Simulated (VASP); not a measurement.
# BaS (hm.bA) (Fm-3m) in VASP: a series of runs

Runs on BaS (hm.bA). Level: PBE. Tasks: single point, relaxation of cell and atoms.

Program: VASP 6.6.1. These are calculated values, not measurements. Logs are shortened: lines on timing, memory, paths and dates and some standing lists are left out, and cuts for length are marked.

**1. The cell of the first run**

It takes space group Fm-3m (No. 225, cubic). The conventional cell has a = 6.370 Å, b = 6.370 Å, c = 6.370 Å, α = 90.00°, β = 90.00°, γ = 90.00°. Ba (site symmetry m-3m) has 6 S at 3.19 Å within 4.2 Å. Within 4.2 Å of S (site symmetry m-3m) lie 6 Ba at 3.19 Å.

**2. Single point, PBE**

File INCAR:

```
SYSTEM = BaS
ALGO = Normal
EDIFF = 1E-6
ENCUT = 500
GGA = PE
GGA_COMPAT = .FALSE.
ISIF = 2
ISMEAR = 0
LASPH = .TRUE.
LCHARG = .TRUE.
LELF = .TRUE.
LREAL = .FALSE.
LVHAR = .TRUE.
LWAVE = .FALSE.
NBANDS = 15
NELM = 120
PREC = Accurate
SIGMA = 0.1
```

File KPOINTS:

```
k-points
0
G
  6 6 6
  0 0 0
```

File POSCAR:

```
BaS
1.0
    0.0000000000      3.1850000000      3.1850000000
    3.1850000000      0.0000000000      3.1850000000
    3.1850000000      3.1850000000      0.0000000000
Ba S
1 1
Direct
    0.0000000000      0.0000000000      0.0000000000
    0.5000000000      0.5000000000      0.5000000000
```

Potentials or basis: VASP PAW PBE potentials, release 64 (Ba_sv, S).

Run with:

```sh
cat potpaw_PBE.64/Ba_sv/POTCAR potpaw_PBE.64/S/POTCAR > POTCAR
mpirun -np 1 vasp_std > vasp.out
```

OUTCAR:

```text
SYSTEM = BaS
   EDIFF = 1E-6
   ENCUT = 500
   GGA = PE
   ISIF = 2
   ISMEAR = 0
   LASPH = .TRUE.
   LREAL = .FALSE.
   NELM = 120
   PREC = Accurate

 ion  position               nearest neighbor table
   1  0.000  0.000  0.000-   2 3.19   2 3.19   2 3.19   2 3.19   2 3.19   2 3.19
   2  0.500  0.500  0.500-   1 3.19   1 3.19   1 3.19   1 3.19   1 3.19   1 3.19

  LATTYP: Found a face centered cubic cell.
 ALAT       =     6.3700000000

  Lattice vectors:

 A1 = (   0.0000000000,   3.1850000000,   3.1850000000)
 A2 = (   3.1850000000,   0.0000000000,   3.1850000000)
 A3 = (   3.1850000000,   3.1850000000,   0.0000000000)

Analysis of symmetry for initial positions (statically):
=====================================================================
 Subroutine PRICEL returns:
 Original cell was already a primitive cell.

 Routine SETGRP: Setting up the symmetry group for a
 face centered cubic supercell.

 Subroutine GETGRP returns: Found 48 space group operations
 (whereof 48 operations were pure point group operations)
 out of a pool of 48 trial point group operations.

The static configuration has the point symmetry O_h .

Analysis of symmetry for dynamics (positions and initial velocities):
=====================================================================
 Subroutine PRICEL returns:
 Original cell was already a primitive cell.

 Routine SETGRP: Setting up the symmetry group for a
 face centered cubic supercell.

 Subroutine GETGRP returns: Found 48 space group operations
 (whereof 48 operations were pure point group operations)
 out of a pool of 48 trial point group operations.

The dynamic configuration has the point symmetry O_h .

 Subroutine INISYM returns: Found 48 space group operations
 (whereof 48 operations are pure point group operations),
 and found     1 'primitive' translations

----------------------------------------------------------------------------------------

                                     Primitive cell

  volume of cell :      64.6187

  direct lattice vectors                    reciprocal lattice vectors
     0.000000000  3.185000000  3.185000000    -0.156985871  0.156985871  0.156985871
     3.185000000  0.000000000  3.185000000     0.156985871 -0.156985871  0.156985871
     3.185000000  3.185000000  0.000000000     0.156985871  0.156985871 -0.156985871

  length of vectors
     4.504270196  4.504270196  4.504270196     0.271907505  0.271907505  0.271907505

  position of ions in fractional coordinates (direct lattice)
     0.000000000  0.000000000  0.000000000
     0.500000000  0.500000000  0.500000000

  ion indices of the primitive-cell ions
   primitive index   ion index
                 1           1
                 2           2

----------------------------------------------------------------------------------------

 KPOINTS: k-points

Automatic generation of k-mesh.
 Grid dimensions read from file:
 generate k-points for:    6    6    6

 Generating k-lattice:

  Cartesian coordinates                     Fractional coordinates (reciprocal lattice)
    -0.026164312  0.026164312  0.026164312     0.166666667  0.000000000  0.000000000
     0.026164312 -0.026164312  0.026164312     0.000000000  0.166666667  0.000000000
     0.026164312  0.026164312 -0.026164312     0.000000000  0.000000000  0.166666667

  Length of vectors
     0.045317918  0.045317918  0.045317918

  Shift w.r.t. Gamma in fractional coordinates (k-lattice)
     0.000000000  0.000000000  0.000000000

 Subroutine IBZKPT returns following result:
 ===========================================

 Found     16 irreducible k-points:

 Following reciprocal coordinates:
            Coordinates               Weight
  0.000000  0.000000  0.000000      1.000000
  0.166667  0.000000  0.000000      8.000000
  0.333333  0.000000  0.000000      8.000000
  0.500000  0.000000  0.000000      4.000000
  0.166667  0.166667  0.000000      6.000000
  0.333333  0.166667  0.000000     24.000000
[... 8 lines left out ...]
 -0.333333  0.333333  0.166667     24.000000
 -0.333333  0.500000  0.166667     12.000000
   k-points           NKPTS =     16   k-points in BZ     NKDIM =     16   number of bands    NBANDS=     15
   number of dos      NEDOS =    301   number of ions     NIONS =      2
   total plane-waves  NPLWV =  46656
   dimension x,y,z NGX =    36 NGY =   36 NGZ =   36
   dimension x,y,z NGXF=    72 NGYF=   72 NGZF=   72
   ions per type =               1   1
   NGX,Y,Z   is equivalent  to a cutoff of  13.29, 13.29, 13.29 a.u.
   NGXF,Y,Z  is equivalent  to a cutoff of  26.57, 26.57, 26.57 a.u.
 SYSTEM =  BaS
   PREC   = accura    normal or accurate (medium, high low for compatibility)
   ISTART =      0    job   : 0-new  1-cont  2-samecut
   ICHARG =      2    charge: 1-file 2-atom 10-const
   ISPIN  =      1    spin polarized calculation?
   LNONCOLLINEAR =      F non collinear calculations
   LSORBIT =      F    spin-orbit coupling
   LASPH  =      T    aspherical Exc in radial PAW
   ENCUT  =  500.0 eV  36.75 Ry    6.06 a.u.   8.21  8.21  8.21*2*pi/ulx,y,z
   NELM   =    120;   NELMIN=  2; NELMDL= -5     # of ELM steps
   EDIFF  = 0.1E-05   stopping-criterion for ELM
   LREAL  =      F    real-space projection
   EDIFFG = 0.1E-04   stopping-criterion for IOM
   NSW    =      0    number of steps for IOM
   IBRION =     -1    ionic relax: 0-MD 1-quasi-New 2-CG
   NFREE  =      0    steps in history (QN), initial steepest desc. (CG)
   ISIF   =      2    stress and relaxation
   ISYM   =      2    0-nonsym 1-usesym 2-fastsym
   POTIM  = 0.5000    time-step for ionic-motion
   TEBEG  =    0.0;   TEEND  =   0.0 temperature during run
   PSTRESS=    0.0 pullay stress
   NELECT =      16.0000    total number of electrons
   NUPDOWN=      -1.0000    fix difference up-down
   EMIN   =  10.00;   EMAX   =-10.00  energy-range for DOS
   EFERMI =   0.00;   METHOD = LEGACY
   ISMEAR =     0;   SIGMA  =   0.10  broadening in eV -4-tet -1-fermi 0-gaus
   EFERMI_NEDOS =   21; number of points for ismear=-14 and -15
   IALGO  =     38    algorithm
   IMIX   =      4    mixing-type and parameters
     AMIX     =   0.40;   BMIX     =  1.00
     AMIX_MAG =   1.60;   BMIX_MAG =  1.00
  volume/ion in A,a.u.               =      32.31       218.03
  Fermi-wavevector in a.u.,A,eV,Ry     =   1.028005  1.942648 14.378570  1.056795
  Thomas-Fermi vector in A             =   2.161980
   LORBIT       =      0    0 simple, 1 ext, 2 COOP (PROOUT), +10 PAW based schemes
   GGA     = PE    functional components
   LHFCALC =     F    Hartree Fock is set to
   AEXX    =    0.0000 exact exchange contribution
   IVDW    =     0    specifies the selected vdW correction
   LEPSILON=     F    determine dielectric tensor
   LRPA    =     F    only Hartree local field effects (RPA)
 non-spin polarized calculation
 Gauss-broadening in eV      SIGMA  =   0.10
  energy-cutoff  :      500.00
  volume of cell :       64.62
 maximum number of plane-waves:      1676
 NGX is ok and might be reduce to    36
   NGX = 17   NGY = 17   NGZ = 17

 number of electron      16.0000001 magnetization

 Free energy of the ion-electron system (eV)
  ---------------------------------------------------
  ext. energy  EPLUGINS =         0.00000000
  ---------------------------------------------------
  free energy    TOTEN  =       -10.17886555 eV

  energy without entropy =      -10.17886555  energy(sigma->0) =      -10.17886555

 E-fermi :   1.9089     XC(G=0):  -8.6600

 val. band max:        1.4972175263   @ k =   0.0000   0.0000   0.0000
 cond. band min:       3.5898605209   @ k =   0.5000   0.5000   0.0000
 fundamental gap:      2.0926429946
 Fermi energy:         1.9088888284

 k-point     1 :       0.0000    0.0000    0.0000
  band No.  band energies     occupation
      1     -24.5520      2.00000
      2      -9.6063      2.00000
      3      -9.6063      2.00000
      4      -9.6063      2.00000
      5      -8.8761      2.00000
      6       1.4972      2.00000
      7       1.4972      2.00000
      8       1.4972      2.00000
      9       5.1368      0.00000
     10       5.3664      0.00000
     11       5.3664      0.00000
     12       5.3664      0.00000
     13       6.3009      0.00000
     14       6.3009      0.00000
     15      10.2460      0.00000

 k-point     2 :       0.1667    0.0000    0.0000
  band No.  band energies     occupation
      1     -24.5404      2.00000
      2     -10.0797      2.00000
      3      -9.6163      2.00000
      4      -9.6163      2.00000
      5      -8.3794      2.00000
      6       0.8403      2.00000
      7       1.1481      2.00000
      8       1.1481      2.00000
      9       5.4134      0.00000
     10       5.7789      0.00000
     11       5.7789      0.00000
     12       6.1132      0.00000
     13       7.0892      0.00000
     14       7.0892      0.00000
     15      11.3118      0.00000

 k-point     3 :       0.3333    0.0000    0.0000
  band No.  band energies     occupation
      1     -24.5170      2.00000
      2     -10.5906      2.00000
      3      -9.6358      2.00000
      4      -9.6358      2.00000
      5      -7.8170      2.00000
      6      -0.0829      2.00000
      7       0.6135      2.00000
      8       0.6135      2.00000
      9       5.9754      0.00000
     10       6.8772      0.00000
     11       6.8772      0.00000
     12       7.5711      0.00000
     13       8.8639      0.00000
     14       8.8639      0.00000
     15      11.9410      0.00000
[... 199 lines left out ...]
 k-point    15 :      -0.3333    0.3333    0.1667
  band No.  band energies     occupation
      1     -24.4947      2.00000
      2     -10.4196      2.00000
      3      -9.8831      2.00000
      4      -9.7837      2.00000
      5      -8.0634      2.00000
      6       0.1995      2.00000
      7       0.7923      2.00000
      8       0.8590      2.00000
      9       5.9646      0.00000
     10       6.0704      0.00000
     11       8.1728      0.00000
     12       8.5315      0.00000
     13       8.9073      0.00000
     14      10.8920      0.00000
     15      11.0658      0.00000

 k-point    16 :      -0.3333    0.5000    0.1667
  band No.  band energies     occupation
      1     -24.4913      2.00000
      2     -10.0944      2.00000
      3     -10.0323      2.00000
      4      -9.8814      2.00000
      5      -8.3428      2.00000
      6       0.5889      2.00000
      7       0.9738      2.00000
      8       1.1152      2.00000
      9       4.6962      0.00000
     10       7.0504      0.00000
     11       7.7219      0.00000
     12       8.5055      0.00000
     13       9.0545      0.00000
     14       9.8801      0.00000
     15      11.3804      0.00000

------------------------ aborting loop because EDIFF is reached ----------------------------------------

  FORCE on cell =-STRESS in cart. coord.  units (eV):
  Direction    XX          YY          ZZ          XY          YZ          ZX
  --------------------------------------------------------------------------------------
  -------------------------------------------------------------------------------------
  Total        0.7365533      0.7365533      0.7365533      0.0000000      0.0000000      0.0000000
  in kB       18.2623423     18.2623423     18.2623423      0.0000000      0.0000000      0.0000000
  external PRESSURE =      18.2623423 kB  Pullay stress =       0.0000000 kB

 VOLUME and BASIS-vectors are now :
 -----------------------------------------------------------------------------
  energy-cutoff  :      500.00
  volume of cell :       64.62
      direct lattice vectors                 reciprocal lattice vectors
     0.000000000  3.185000000  3.185000000    -0.156985871  0.156985871  0.156985871
     3.185000000  0.000000000  3.185000000     0.156985871 -0.156985871  0.156985871
     3.185000000  3.185000000  0.000000000     0.156985871  0.156985871 -0.156985871

 POSITION                                       TOTAL-FORCE (eV/Angst)
 -----------------------------------------------------------------------------------
      0.00000      0.00000      0.00000        -0.000000      0.000000     -0.000000
      3.18500      3.18500      3.18500         0.000000     -0.000000      0.000000
 -----------------------------------------------------------------------------------
    total drift:                                0.000000      0.000000      0.000000

  FREE ENERGIE OF THE ION-ELECTRON SYSTEM (eV)
  ---------------------------------------------------
  free  energy   TOTEN  =       -10.1788655464 eV

  energy  without entropy=      -10.1788655463  energy(sigma->0) =      -10.17886555
```

It took 28 s on 1 thread of Intel Xeon 8259CL, shared host; peak memory 0.2 GiB.

What came out:

```yaml
Free_energy: -10.1789 eV
Pressure: 1.8 GPa
Band_gap_on_the_k_mesh: 2.09 eV, indirect (least direct gap 2.22 eV)
```

Levels at points of the mesh, in eV from the valence-band top:
```csv
k point,band 5,band 6,band 7,band 8,band 9,band 10,band 11,band 12
"(0.00, 0.00, 0.00)",-10.37,0.00,0.00,0.00,3.64,3.87,3.87,3.87
"(0.50, 0.00, 0.00)",-9.09,-1.95,-1.10,-1.10,5.57,5.72,6.34,6.34
"(0.50, 0.50, 0.00)",-10.28,-0.51,-0.13,-0.13,2.09,5.96,6.08,7.54
```

Caveat: spin-orbit coupling is left out, which moves the levels of the heavy elements.

**3. Single point, PBE**

This run uses another cell than the first one, of 33.22 Å³/atom, 1.028 times its volume.

File INCAR:

```
SYSTEM = BaS
PREC     = Accurate       ! precision mode
ENCUT    = 500            ! plane-wave cutoff, eV
EDIFF    = 1E-6           ! SCF threshold, eV
ISMEAR   = 0              ! smearing method
SIGMA    = 0.02           ! smearing width, eV
LREAL    = .False.        ! projectors in reciprocal space
LASPH    = .True.         ! aspherical terms in the spheres
NELM     = 120            ! most SCF steps
ALGO     = Normal         ! electronic algorithm
ISIF     = 2              ! what is computed and relaxed
LWAVE    = .False.        ! write WAVECAR
LCHARG   = .True.         ! write CHGCAR
GGA      = PE             ! functional
LELF     = .True.         ! ELF
LVHAR    = .True.       
NBANDS   = 15             ! bands
GGA_COMPAT= .False.
```

File KPOINTS:

```
regular mesh
0
Gamma
  8 8 8
  0 0 0
```

File POSCAR:

```
BaS
1.0
    0.0000000000      3.2146970790      3.2146970790
    3.2146970790      0.0000000000      3.2146970790
    3.2146970790      3.2146970790      0.0000000000
Ba S
1 1
Direct
    0.0000000000      0.0000000000      0.0000000000
    0.5000000000      0.5000000000      0.5000000000
```

Potentials or basis: VASP PAW PBE potentials, release 64 (Ba_sv, S).

Run with:

```sh
cat potpaw_PBE.64/Ba_sv/POTCAR potpaw_PBE.64/S/POTCAR > POTCAR
mpirun -np 1 vasp_std > vasp.out
```

OUTCAR:

```text
SYSTEM = BaS
   PREC = Accurate
   ENCUT = 500
   EDIFF = 1E-6
   ISMEAR = 0
   LREAL = .False.
   LASPH = .True.
   NELM = 120
   ISIF = 2
   GGA = PE

 ion  position               nearest neighbor table
   1  0.000  0.000  0.000-   2 3.21   2 3.21   2 3.21   2 3.21   2 3.21   2 3.21
   2  0.500  0.500  0.500-   1 3.21   1 3.21   1 3.21   1 3.21   1 3.21   1 3.21

  LATTYP: Found a face centered cubic cell.
 ALAT       =     6.4293941580

  Lattice vectors:

 A1 = (   0.0000000000,   3.2146970790,   3.2146970790)
 A2 = (   3.2146970790,   0.0000000000,   3.2146970790)
 A3 = (   3.2146970790,   3.2146970790,   0.0000000000)

Analysis of symmetry for initial positions (statically):
=====================================================================
 Subroutine PRICEL returns:
 Original cell was already a primitive cell.

 Routine SETGRP: Setting up the symmetry group for a
 face centered cubic supercell.

 Subroutine GETGRP returns: Found 48 space group operations
 (whereof 48 operations were pure point group operations)
 out of a pool of 48 trial point group operations.

The static configuration has the point symmetry O_h .

Analysis of symmetry for dynamics (positions and initial velocities):
[... 166 lines left out ...]

 k-point     1 :       0.0000    0.0000    0.0000
  band No.  band energies     occupation
      1     -24.7842      2.00000
      2      -9.8415      2.00000
      3      -9.8415      2.00000
      4      -9.8415      2.00000
      5      -8.9774      2.00000
      6       1.3532      2.00000
      7       1.3532      2.00000
      8       1.3532      2.00000
      9       4.8574      0.00000
     10       5.2185      0.00000
     11       5.2185      0.00000
     12       5.2185      0.00000
     13       6.1239      0.00000
     14       6.1239      0.00000
[... 401 lines left out ...]
      2     -10.6952      2.00000
      3     -10.0218      2.00000
      4      -9.9389      2.00000
      5      -8.1066      2.00000
      6      -0.0997      2.00000
      7       0.5113      2.00000
      8       0.5809      2.00000
      9       6.0128      0.00000
     10       6.1853      0.00000
     11       7.9269      0.00000
     12       8.1316      0.00000
     13       9.0869      0.00000
     14      10.0068      0.00000
     15      10.6279      0.00000

 [... further k-points ...]
[... 5 lines left out ...]
  --------------------------------------------------------------------------------------
  -------------------------------------------------------------------------------------
  Total        0.2186563      0.2186563      0.2186563      0.0000000      0.0000000      0.0000000
  in kB        5.2725712      5.2725712      5.2725712      0.0000000      0.0000000      0.0000000
  external PRESSURE =       5.2725712 kB  Pullay stress =       0.0000000 kB

 VOLUME and BASIS-vectors are now :
 -----------------------------------------------------------------------------
  energy-cutoff  :      500.00
  volume of cell :       66.44
      direct lattice vectors                 reciprocal lattice vectors
     0.000000000  3.214697079  3.214697079    -0.155535650  0.155535650  0.155535650
     3.214697079  0.000000000  3.214697079     0.155535650 -0.155535650  0.155535650
     3.214697079  3.214697079  0.000000000     0.155535650  0.155535650 -0.155535650

 POSITION                                       TOTAL-FORCE (eV/Angst)
 -----------------------------------------------------------------------------------
      0.00000      0.00000      0.00000         0.000000      0.000000     -0.000000
      3.21470      3.21470      3.21470        -0.000000     -0.000000      0.000000
 -----------------------------------------------------------------------------------
    total drift:                                0.000000      0.000000      0.000000

  FREE ENERGIE OF THE ION-ELECTRON SYSTEM (eV)
  ---------------------------------------------------
  free  energy   TOTEN  =       -10.1925669786 eV

  energy  without entropy=      -10.1925669786  energy(sigma->0) =      -10.19256698
```

stdout:

```text
POSCAR found type information on POSCAR BaS
 POSCAR found :  2 types and       2 ions
 scaLAPACK will be used
 LDA part: xc-table for (Slater+PW92), standard interpolation
 POSCAR, INCAR and KPOINTS ok, starting setup
 FFT: planning ... GRIDC
 FFT: planning ... GRID_SOFT
 FFT: planning ... GRID
 WAVECAR not read
 entering main loop
```

Wall time 45 s (1 thread of Intel Xeon 8259CL, shared host); peak memory 0.21 GiB.

What came out:

```
Free energy            : -10.1926 eV
Pressure               : 0.5 GPa
Band gap on the k mesh : 2.14 eV, indirect (least direct gap 2.29 eV)
```

Caveat: spin-orbit coupling is left out, which moves the levels of the heavy elements. A k mesh can miss the band edges.

(Part 1 of 2 ends here.)
